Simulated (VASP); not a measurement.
# BaBr (Pmmm) in VASP: further runs, part 2 of 2

VASP 6.6.1.

### 3 Single point, PBE

This run uses another cell than the first one, of 49.54 Å³/atom, 1.401 times its volume.

INCAR reads:

```
PREC     = Accurate       # precision mode
ENCUT    = 520            # plane-wave cutoff, eV
EDIFF    = 1E-6           # SCF threshold, eV
ISMEAR   = 0              # smearing method
SIGMA    = 0.1            # smearing width, eV
LREAL    = False          # projectors in reciprocal space
LASPH    = True           # aspherical terms in the spheres
NELM     = 100            # most SCF steps
ALGO     = Normal         # electronic algorithm
ISIF     = 2              # what is computed and relaxed
LWAVE    = False          # write WAVECAR
LCHARG   = False          # write CHGCAR
GGA      = PE             # functional
NBANDS   = 16             # bands
```

KPOINTS reads:

```
regular mesh
0
Gamma
  6 4 4
```

POSCAR reads:

```
BaBr
1.0
    4.3843539234      0.0000000000      0.0000000000
    0.0000000000      4.9330591167      0.0000000000
    0.0000000000      0.0000000000      4.5813856597
Ba Br
1 1
Direct
    0.0000000000      0.5000000000      0.0000000000
    0.5000000000      0.0000000000      0.0000000000
```

Potentials or basis: VASP PAW PBE potentials, release 64 (Ba_sv, Br).

Started as:

```sh
cat potpaw_PBE.64/Ba_sv/POTCAR potpaw_PBE.64/Br/POTCAR > POTCAR
mpirun -np 1 vasp_std > vasp.out
```

OUTCAR:

```text
PREC = Accurate
   ENCUT = 520
   EDIFF = 1E-6
   ISMEAR = 0
   LREAL = False
   LASPH = True
   NELM = 100
   ISIF = 2
   GGA = PE

 ion  position               nearest neighbor table
   1  0.000  0.500  0.000-   2 3.30   2 3.30   2 3.30   2 3.30
   2  0.500  0.000  0.000-   1 3.30   1 3.30   1 3.30   1 3.30

  LATTYP: Found a simple orthorhombic cell.
 ALAT       =     4.3843539234
 B/A-ratio  =     1.0449397425
 C/A-ratio  =     1.1251507526

  Lattice vectors:

 A1 = (  -4.3843539234,   0.0000000000,   0.0000000000)
[... 627 lines left out ...]
      4     -12.4550      2.00000
      5     -12.2426      2.00000
      6      -2.6378      2.00000
[... 8 lines left out ...]
     15       7.2759      0.00000
     16       7.8566      0.00000

 [... further k-points ...]
[... 5 lines left out ...]
  --------------------------------------------------------------------------------------
  -------------------------------------------------------------------------------------
  Total        0.1966736      0.0978990     -0.0108963      0.0000000      0.0000000     -0.0000000
  in kB        3.1800784      1.5829597     -0.1761852      0.0000000      0.0000000     -0.0000000
  external PRESSURE =       1.5289510 kB  Pullay stress =       0.0000000 kB

 VOLUME and BASIS-vectors are now :
 -----------------------------------------------------------------------------
  energy-cutoff  :      520.00
  volume of cell :       99.09
      direct lattice vectors                 reciprocal lattice vectors
     4.384353923  0.000000000  0.000000000     0.228083776  0.000000000  0.000000000
     0.000000000  4.933059117  0.000000000     0.000000000  0.202713970  0.000000000
     0.000000000  0.000000000  4.581385660     0.000000000  0.000000000  0.218274573

 POSITION                                       TOTAL-FORCE (eV/Angst)
 -----------------------------------------------------------------------------------
      0.00000      2.46653      0.00000         0.000000      0.000000      0.000000
      2.19218      0.00000      0.00000         0.000000      0.000000      0.000000
 -----------------------------------------------------------------------------------
    total drift:                                0.000000      0.000000     -0.000000

  FREE ENERGIE OF THE ION-ELECTRON SYSTEM (eV)
  ---------------------------------------------------
  free  energy   TOTEN  =        -6.3779099191 eV

  energy  without entropy=       -6.3683986147  energy(sigma->0) =       -6.37315427
```

OSZICAR:

```text
N       E                     dE             d eps       ncg     rms          rms(c)
DAV:   1     0.110511792406E+03    0.11051E+03   -0.64832E+03  1152   0.838E+02
DAV:   2     0.180351469686E+01   -0.10871E+03   -0.10133E+03  1680   0.169E+02
DAV:   3    -0.622925966316E+01   -0.80328E+01   -0.79427E+01  1648   0.517E+01
DAV:   4    -0.644446908145E+01   -0.21521E+00   -0.21448E+00  1576   0.645E+00
DAV:   5    -0.644650019389E+01   -0.20311E-02   -0.20309E-02  1584   0.585E-01    0.333E+00
DAV:   6    -0.636986660128E+01    0.76634E-01   -0.12134E-01  1400   0.157E+00    0.198E+00
DAV:   7    -0.637182687178E+01   -0.19603E-02   -0.69796E-02  1488   0.140E+00    0.594E-01
DAV:   8    -0.637700447673E+01   -0.51776E-02   -0.72596E-03  1304   0.625E-01    0.120E-01
DAV:   9    -0.637753149042E+01   -0.52701E-03   -0.48042E-04  1552   0.134E-01    0.605E-02
DAV:  10    -0.637787141189E+01   -0.33992E-03   -0.43119E-04  1320   0.106E-01    0.171E-02
DAV:  11    -0.637790600769E+01   -0.34596E-04   -0.59104E-05  1408   0.364E-02    0.835E-03
DAV:  12    -0.637790943254E+01   -0.34249E-05   -0.80323E-06  1456   0.151E-02    0.239E-03
DAV:  13    -0.637790991914E+01   -0.48660E-06   -0.70206E-07  1200   0.458E-03
   1 F= -.63779099E+01 E0= -.63731543E+01  d E =-.951130E-02
```

stdout:

```text
POSCAR found type information on POSCAR BaBr
 POSCAR found :  2 types and       2 ions
 scaLAPACK will be used
 LDA part: xc-table for (Slater+PW92), standard interpolation
 POSCAR, INCAR and KPOINTS ok, starting setup
 FFT: planning ... GRIDC
 FFT: planning ... GRID_SOFT
 FFT: planning ... GRID
 WAVECAR not read
 entering main loop
```

Run time: 56 s. Hardware: 1 thread of Intel Xeon Platinum 8259CL at 2.50GHz (Skylake/Cascade Lake), shared host; peak memory 0.24 GiB.

Results:

```
Free energy : -6.3779 eV
Pressure    : 0.2 GPa
```

Caveat: spin-orbit coupling is left out, which moves the levels of the heavy elements; an odd number of electrons without spin polarisation forces a metal; a magnetic or distorted state may lie lower.

### 4 Relaxation of cell and atoms, PBE

INCAR reads:

```
  PREC = Accurate
  ENCUT = 600
  EDIFF = 1E-7
  ISMEAR = 0
  SIGMA = 0.1
  LREAL = F
  LASPH = T
  NELM = 80
  ALGO = Normal
  ISIF = 3
  LWAVE = F
  LCHARG = F
  GGA = PE
  IBRION = 2
  NSW = 90
  EDIFFG = -0.04
```

KPOINTS is that of step 3.

POSCAR reads:

```
BaBr
1.0
    3.3204500400      0.0000000000      0.0000000000
    0.0000000000      4.2733337600      0.0000000000
    0.0000000000      0.0000000000      4.9829763300
Ba Br
1 1
Direct
    0.0000000000      0.5000000000      0.0000000000
    0.5000000000      0.0000000000      0.0000000000
```

Started as:

```sh
cat potpaw_PBE.64/Ba_sv/POTCAR potpaw_PBE.64/Br/POTCAR > POTCAR
mpirun -np 1 vasp_std > vasp.out
```

Run time: 4.4 min. Hardware: 1 thread of Intel Xeon Platinum 8259CL at 2.50GHz (Skylake/Cascade Lake), shared host; peak memory 0.22 GiB.

Results (log left out):

```yaml
Free_energy: -6.3767 eV
Relaxed_volume: 50.50 Å³/atom
Relaxed_cell: a = 4.533 Å, b = 4.794 Å, c = 4.648 Å, α = 90.00°, β = 90.00°, γ = 90.00°
Space_group_after_relaxing_to_0.05_Å: Pmmm (No. 47)
Energy_gained_by_relaxing: 1556.5 meV/atom
Ionic_steps: 10
Pressure_after_relaxing: 0.0 GPa
```

Stress tensor (GPa, compression positive):
```
 0.06  0.00  0.00
 0.00  0.04  0.00
 0.00  0.00 -0.12
```

The path:
```csv
step,energy change (eV),largest force (eV/Å),pressure (GPa),volume (Å³)
1,0.0000,0.0000,29.78,70.71
2,-2.1871,0.0000,-2.56,153.45
3,-3.0265,0.0000,-0.11,105.92
4,-3.0609,0.0000,-0.14,105.60
5,-3.1000,0.0000,-0.16,104.54
6,-3.1074,0.0000,-0.16,103.88
7,-3.1121,0.0000,-0.21,102.28
8,-3.1120,0.0000,-0.20,102.40
9,-3.1128,0.0000,0.05,100.61
10,-3.1129,0.0000,-0.01,100.99
```

Final structure:
```
CELL_PARAMETERS angstrom
4.53266 0.00000 0.00000
0.00000 4.79364 0.00000
0.00000 0.00000 4.64795
ATOMIC_POSITIONS crystal
Ba 0.00000 0.50000 0.00000
Br 0.50000 0.00000 0.00000
```

Levels at points of the mesh, in eV from the Fermi level:
| k point | band 5 | band 6 | band 7 | band 8 | band 9 | band 10 | band 11 | band 12 |
| --- | --- | --- | --- | --- | --- | --- | --- | --- |
| (0.00, 0.00, 0.00) | -14.75 | -4.95 | -4.86 | -4.54 | -1.50 | -0.60 | 0.99 | 1.69 |
| (0.50, 0.00, 0.00) | -14.61 | -6.04 | -5.66 | -4.59 | -0.36 | 1.32 | 2.38 | 2.92 |
| (0.00, 0.50, 0.00) | -14.54 | -6.00 | -5.45 | -4.62 | -0.54 | 1.34 | 1.67 | 2.63 |
| (0.50, 0.50, 0.00) | -14.71 | -5.17 | -5.08 | -4.46 | 0.04 | 1.50 | 1.69 | 1.97 |
| (0.00, 0.00, 0.50) | -14.82 | -5.15 | -4.89 | -4.82 | -0.34 | 1.00 | 1.27 | 1.50 |
| (0.50, 0.00, 0.50) | -14.59 | -5.93 | -5.61 | -5.17 | 0.76 | 1.33 | 1.82 | 2.65 |
| (0.00, 0.50, 0.50) | -14.53 | -5.88 | -5.40 | -5.22 | 1.07 | 1.10 | 1.83 | 2.02 |
| (0.50, 0.50, 0.50) | -14.86 | -5.09 | -5.00 | -4.95 | -0.34 | -0.12 | 2.30 | 2.91 |

Caveat: the k points lie up to 0.34 Å⁻¹ apart in the final cell; the volume moved by over 15 % at a fixed basis, so the end points are rough; spin-orbit coupling is left out, which moves the levels of the heavy elements; an odd number of electrons without spin polarisation forces a metal; a magnetic or distorted state may lie lower.

### 5 The runs side by side

```csv
task,cell,cutoff (eV),gap on the mesh (eV),pressure (GPa)
single point,"a = 3.320, b = 4.273, c = 4.983 Å, 2 atoms",520,none,29.8
single point,"a = 4.384, b = 4.933, c = 4.581 Å, 2 atoms",520,none,0.2
relaxation of cell and atoms,"relaxed from a = 3.320, b = 4.273, c = 4.983 Å, 2 atoms",600,none,0.0
```

Alike in all rows: level PBE; potentials or basis VASP PAW PBE potentials, release 64 (Ba_sv, Br); no spin polarisation; k mesh 6 × 4 × 4; smearing gaussian 0.1 eV.

Caveats: some runs use coarse meshes; spin-orbit coupling is left out, which moves the levels of the heavy elements; an odd number of electrons without spin polarisation forces a metal; a magnetic or distorted state may lie lower; the volume moved by over 15 % at a fixed basis, so the end points are rough (some runs).

Absolute energies hang on the potentials; compare differences alone.
